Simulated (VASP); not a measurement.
# TiSi2 (Cc) in VASP: single point with PBEsol

Aim: the single point of TiSi2 with PBEsol.

Everything below comes from runs of VASP 6.6.1. Logs are shortened: lines on timing, memory, paths and dates and some standing lists are left out, and cuts for length are marked.

### Step 1. The cell of the first run

It takes space group Cc (No. 9, monoclinic). The conventional cell has a = 3.517 Å, b = 13.348 Å, c = 3.556 Å, α = 90.00°, β = 90.00°, γ = 90.00°. Within 3.3 Å of Ti (site symmetry 1) lie 10 Si at 2.52 to 2.81 Å and 2 Ti at 3.26 Å. Within 3.3 Å of Si (site symmetry 1) lie 6 Si at 2.39 to 3.24 Å and 6 Ti at 2.52 to 2.81 Å. Si (site symmetry 1) has 8 Si at 2.50 to 3.24 Å and 4 Ti at 2.53 to 2.78 Å within 3.3 Å.

### Step 2. Single point, PBEsol (atoms displaced along a vibrational mode)

INCAR reads:

```
PREC = Accurate
ENCUT = 520
EDIFF = 1E-6
ISMEAR = 0
SIGMA = 0.15
LREAL = F
LASPH = T
NELM = 60
ALGO = Normal
ISIF = 2
LWAVE = F
LCHARG = F
GGA = PS
NBANDS = 29
```

KPOINTS reads:

```
regular mesh
0
Gamma
  14 14 14
```

POSCAR reads:

```
TiSi2
1.0
    1.7585247991     -6.6741239440      0.0000000000
    1.7585247991      6.6741239440      0.0000000000
    0.0000000000      0.0000000000      3.5556151821
Ti Si
2 4
Direct
    0.9090175571      0.1139830411      0.7613092137
    0.1139830411      0.9090175571      0.2613092137
    0.5805958743      0.4606232361      0.7704990981
    0.4606232361      0.5805958743      0.2704990981
    0.2095095777      0.7100699719      0.7102259106
    0.7100699719      0.2095095777      0.2102259106
```

Potentials or basis: VASP PAW PBE potentials, release 64 (Ti_sv, Si).

On the command line:

```
> cat potpaw_PBE.64/Ti_sv/POTCAR potpaw_PBE.64/Si/POTCAR > POTCAR
> mpirun -np 1 vasp_std > vasp.out
```

OUTCAR:

```text
PREC = Accurate
   ENCUT = 520
   EDIFF = 1E-6
   ISMEAR = 0
   LREAL = F
   LASPH = T
   NELM = 60
   ISIF = 2
   GGA = PS

 ion  position               nearest neighbor table
   1  0.909  0.114  0.761-   4 2.52   5 2.53   6 2.54   4 2.56   4 2.57   4 2.61   3 2.77   5 2.77
                             6 2.78   3 2.81
   2  0.114  0.909  0.261-   3 2.52   6 2.53   5 2.54   3 2.56   3 2.57   3 2.61   4 2.77   6 2.77
                             5 2.78   4 2.81
   3  0.581  0.461  0.770-   4 2.39   4 2.39   2 2.52   2 2.56   2 2.57   2 2.61   1 2.77   1 2.81
                             5 2.97   6 2.99
   4  0.461  0.581  0.270-   3 2.39   3 2.39   1 2.52   1 2.56   1 2.57   1 2.61   2 2.77   2 2.81
                             6 2.97   5 2.99
   5  0.210  0.710  0.710-   6 2.50   6 2.50   6 2.50   6 2.50   1 2.53   2 2.54   1 2.77   2 2.78
                             3 2.97   4 2.99
   6  0.710  0.210  0.210-   5 2.50   5 2.50   5 2.50   5 2.50   2 2.53   1 2.54   2 2.77   1 2.78
                             4 2.97   3 2.99

  LATTYP: Found a base centered orthorhombic cell.
 ALAT       =     3.5170495982
 B/A-ratio  =     3.7952970282
 C/A-ratio  =     1.0109653227

  Lattice vectors:

 A1 = (   1.7585247991,  -6.6741239440,   0.0000000000)
 A2 = (   1.7585247991,   6.6741239440,   0.0000000000)
 A3 = (   0.0000000000,   0.0000000000,   3.5556151821)

Analysis of symmetry for initial positions (statically):
=====================================================================
 Subroutine PRICEL returns:
 Original cell was already a primitive cell.

 Routine SETGRP: Setting up the symmetry group for a
 base centered orthorhombic supercell.

 Subroutine GETGRP returns: Found  2 space group operations
 (whereof  1 operations were pure point group operations)
 out of a pool of  8 trial point group operations.

The static configuration has the point symmetry C_1 .
 The point group associated with its full space group is C_1h.

Analysis of symmetry for dynamics (positions and initial velocities):
=====================================================================
 Subroutine PRICEL returns:
 Original cell was already a primitive cell.

 Routine SETGRP: Setting up the symmetry group for a
 base centered orthorhombic supercell.

 Subroutine GETGRP returns: Found  2 space group operations
 (whereof  1 operations were pure point group operations)
 out of a pool of  8 trial point group operations.

The dynamic configuration has the point symmetry C_1 .
 The point group associated with its full space group is C_1h.

 Subroutine INISYM returns: Found  2 space group operations
 (whereof  1 operations are pure point group operations),
 and found     1 'primitive' translations

----------------------------------------------------------------------------------------

                                     Primitive cell

  volume of cell :      83.4618

  direct lattice vectors                    reciprocal lattice vectors
     1.758524799 -6.674123944  0.000000000     0.284329229 -0.074916199  0.000000000
     1.758524799  6.674123944  0.000000000     0.284329229  0.074916199  0.000000000
     0.000000000  0.000000000  3.555615182     0.000000000  0.000000000  0.281245284

  length of vectors
     6.901908424  6.901908424  3.555615182     0.294033242  0.294033242  0.281245284

  position of ions in fractional coordinates (direct lattice)
     0.909017557  0.113983041  0.761309214
     0.113983041  0.909017557  0.261309214
     0.580595874  0.460623236  0.770499098
     0.460623236  0.580595874  0.270499098
     0.209509578  0.710069972  0.710225911
     0.710069972  0.209509578  0.210225911

  ion indices of the primitive-cell ions
   primitive index   ion index
                 1           1
                 2           2
                 3           3
                 4           4
                 5           5
                 6           6

----------------------------------------------------------------------------------------

 KPOINTS: regular mesh

Automatic generation of k-mesh.
 Grid dimensions read from file:
 generate k-points for:   14   14   14

 Generating k-lattice:

  Cartesian coordinates                     Fractional coordinates (reciprocal lattice)
     0.020309231 -0.005351157  0.000000000     0.071428571  0.000000000  0.000000000
     0.020309231  0.005351157  0.000000000     0.000000000  0.071428571  0.000000000
     0.000000000  0.000000000  0.020088949     0.000000000  0.000000000  0.071428571

  Length of vectors
     0.021002374  0.021002374  0.020088949

  Shift w.r.t. Gamma in fractional coordinates (k-lattice)
     0.000000000  0.000000000  0.000000000

 Subroutine IBZKPT returns following result:
 ===========================================

 Found    744 irreducible k-points:

 Following reciprocal coordinates:
            Coordinates               Weight
  0.000000  0.000000  0.000000      1.000000
  0.071429  0.000000  0.000000      4.000000
  0.142857 -0.000000  0.000000      4.000000
  0.214286 -0.000000  0.000000      4.000000
  0.285714 -0.000000  0.000000      4.000000
  0.357143 -0.000000  0.000000      4.000000
[... 16 lines left out ...]
  0.214286  0.142857  0.000000      4.000000
  0.285714  0.142857  0.000000      4.000000
 [... further k-points ...]
   k-points           NKPTS =    744   k-points in BZ     NKDIM =    744   number of bands    NBANDS=     29
   number of dos      NEDOS =    301   number of ions     NIONS =      6
   total plane-waves  NPLWV =  81648
   dimension x,y,z NGX =    54 NGY =   54 NGZ =   28
   dimension x,y,z NGXF=   108 NGYF=  108 NGZF=   56
   ions per type =               2   4
   NGX,Y,Z   is equivalent  to a cutoff of  13.01, 13.01, 13.09 a.u.
   NGXF,Y,Z  is equivalent  to a cutoff of  26.01, 26.01, 26.18 a.u.
 SYSTEM =  unknown system
   PREC   = accura    normal or accurate (medium, high low for compatibility)
   ISTART =      0    job   : 0-new  1-cont  2-samecut
   ICHARG =      2    charge: 1-file 2-atom 10-const
   ISPIN  =      1    spin polarized calculation?
   LNONCOLLINEAR =      F non collinear calculations
   LSORBIT =      F    spin-orbit coupling
   LASPH  =      T    aspherical Exc in radial PAW
   ENCUT  =  520.0 eV  38.22 Ry    6.18 a.u.  12.83 12.83  6.61*2*pi/ulx,y,z
   NELM   =     60;   NELMIN=  2; NELMDL= -5     # of ELM steps
   EDIFF  = 0.1E-05   stopping-criterion for ELM
   LREAL  =      F    real-space projection
   EDIFFG = 0.1E-04   stopping-criterion for IOM
   NSW    =      0    number of steps for IOM
   IBRION =     -1    ionic relax: 0-MD 1-quasi-New 2-CG
   NFREE  =      0    steps in history (QN), initial steepest desc. (CG)
   ISIF   =      2    stress and relaxation
   ISYM   =      2    0-nonsym 1-usesym 2-fastsym
   POTIM  = 0.5000    time-step for ionic-motion
   TEBEG  =    0.0;   TEEND  =   0.0 temperature during run
   PSTRESS=    0.0 pullay stress
   NELECT =      40.0000    total number of electrons
   NUPDOWN=      -1.0000    fix difference up-down
   EMIN   =  10.00;   EMAX   =-10.00  energy-range for DOS
   EFERMI =   0.00;   METHOD = LEGACY
   ISMEAR =     0;   SIGMA  =   0.15  broadening in eV -4-tet -1-fermi 0-gaus
   EFERMI_NEDOS =   21; number of points for ismear=-14 and -15
   IALGO  =     38    algorithm
   IMIX   =      4    mixing-type and parameters
     AMIX     =   0.40;   BMIX     =  1.00
     AMIX_MAG =   1.60;   BMIX_MAG =  1.00
  volume/ion in A,a.u.               =      13.91        93.87
  Fermi-wavevector in a.u.,A,eV,Ry     =   1.281147  2.421017 22.331757  1.641338
  Thomas-Fermi vector in A             =   2.413534
   LORBIT       =      0    0 simple, 1 ext, 2 COOP (PROOUT), +10 PAW based schemes
   GGA     = PS    functional components
   LHFCALC =     F    Hartree Fock is set to
   AEXX    =    0.0000 exact exchange contribution
   IVDW    =     0    specifies the selected vdW correction
   LEPSILON=     F    determine dielectric tensor
   LRPA    =     F    only Hartree local field effects (RPA)
 non-spin polarized calculation
 Gauss-broadening in eV      SIGMA  =   0.15
  energy-cutoff  :      520.00
  volume of cell :       83.46
 maximum number of plane-waves:      2283
 NGX is ok and might be reduce to    54
   NGX = 25   NGY = 25   NGZ = 13

 number of electron      39.9999996 magnetization

 Free energy of the ion-electron system (eV)
  ---------------------------------------------------
  ext. energy  EPLUGINS =         0.00000000
  ---------------------------------------------------
  free energy    TOTEN  =       -43.46674980 eV

  energy without entropy =      -43.44818500  energy(sigma->0) =      -43.45746740

 E-fermi :  10.7183     XC(G=0): -11.8156

 val. band max:       10.7145647268   @ k =   0.0714   0.0000   0.1429
 cond. band min:      10.7190026210   @ k =   0.5000   0.2143   0.1429
 fundamental gap:      0.0044378942
 Fermi energy:        10.7182912879

 k-point     1 :       0.0000    0.0000    0.0000
  band No.  band energies     occupation
      1     -45.7922      2.00000
      2     -45.7807      2.00000
      3     -22.2647      2.00000
      4     -22.2203      2.00000
      5     -22.2189      2.00000
      6     -22.2043      2.00000
[... 21 lines left out ...]
     28      13.8383      0.00000
     29      14.0520      0.00000

 k-point     2 :       0.0714    0.0000    0.0000
  band No.  band energies     occupation
      1     -45.7920      2.00000
      2     -45.7805      2.00000
      3     -22.2640      2.00000
      4     -22.2229      2.00000
      5     -22.2200      2.00000
      6     -22.2079      2.00000
[... 21 lines left out ...]
     28      13.8751      0.00000
     29      14.0296      0.00000

 k-point     3 :       0.1429   -0.0000    0.0000
  band No.  band energies     occupation
      1     -45.7913      2.00000
      2     -45.7799      2.00000
      3     -22.2622      2.00000
      4     -22.2342      2.00000
      5     -22.2205      2.00000
      6     -22.2167      2.00000
[... 638 lines left out ...]
      5     -22.2520      2.00000
      6     -22.2136      2.00000
[... 21 lines left out ...]
     28      13.9843      0.00000
     29      14.4746      0.00000

 k-point    24 :       0.2857    0.1429    0.0000
  band No.  band energies     occupation
      1     -45.7876      2.00000
      2     -45.7764      2.00000
      3     -22.2986      2.00000
      4     -22.2752      2.00000
      5     -22.2498      2.00000
      6     -22.2125      2.00000
[... 21 lines left out ...]
     28      13.8660      0.00000
     29      14.3328      0.00000

 [... further k-points ...]

------------------------ aborting loop because EDIFF is reached ----------------------------------------

  FORCE on cell =-STRESS in cart. coord.  units (eV):
  Direction    XX          YY          ZZ          XY          YZ          ZX
  --------------------------------------------------------------------------------------
  -------------------------------------------------------------------------------------
  Total        0.5021463      0.9073186      0.4950854      0.0000000      0.0000000     -0.0519945
  in kB        9.6394743     17.4173829      9.5039289      0.0000000      0.0000000     -0.9981142
  external PRESSURE =      12.1869287 kB  Pullay stress =       0.0000000 kB

 VOLUME and BASIS-vectors are now :
 -----------------------------------------------------------------------------
  energy-cutoff  :      520.00
  volume of cell :       83.46
      direct lattice vectors                 reciprocal lattice vectors
     1.758524799 -6.674123944  0.000000000     0.284329229 -0.074916199  0.000000000
     1.758524799  6.674123944  0.000000000     0.284329229  0.074916199  0.000000000
     0.000000000  0.000000000  3.555615182     0.000000000  0.000000000  0.281245284

 POSITION                                       TOTAL-FORCE (eV/Angst)
 -----------------------------------------------------------------------------------
      1.79897     -5.30616      2.70692        -0.259575     -0.235768     -0.257766
      1.79897      5.30616      0.92912        -0.259575      0.235768     -0.257766
      1.83101     -0.80071      2.73960        -0.313803     -0.014660     -0.309645
      1.83101      0.80071      0.96179        -0.313803      0.014660     -0.309645
      1.61710      3.34080      2.52529         0.573378      0.017834      0.567411
      1.61710     -3.34080      0.74748         0.573378     -0.017834      0.567411
 -----------------------------------------------------------------------------------
    total drift:                               -0.000186      0.000000      0.000259

  FREE ENERGIE OF THE ION-ELECTRON SYSTEM (eV)
  ---------------------------------------------------
  free  energy   TOTEN  =       -43.4667498045 eV

  energy  without entropy=      -43.4481849998  energy(sigma->0) =      -43.45746740
```

Wall time 64 min (1 thread of Intel Xeon 8259CL, shared host); peak memory 1.4 GiB.

What came out:

| Property | Result |
| --- | --- |
| Free energy | -43.4667 eV |
| Pressure | 1.2 GPa |
| Largest force | 0.807 eV/Å |
| Band gap on the k mesh | zero (bands 20 and 21 overlap by 0.85 eV) |

Forces on the atoms (eV/Å):
```
Ti  -0.260 -0.236 -0.258
Ti  -0.260  0.236 -0.258
Si  -0.314 -0.015 -0.310
Si  -0.314  0.015 -0.310
Si   0.573  0.018  0.567
Si   0.573 -0.018  0.567
```

Stress tensor (GPa, compression positive):
```
 0.96  0.00 -0.10
 0.00  1.74  0.00
-0.10  0.00  0.95
```

Caveat: the cell differs from its parent crystal (atoms displaced along a vibrational mode); the PAW data sets were made with another functional, which shifts forces and pressure a little.
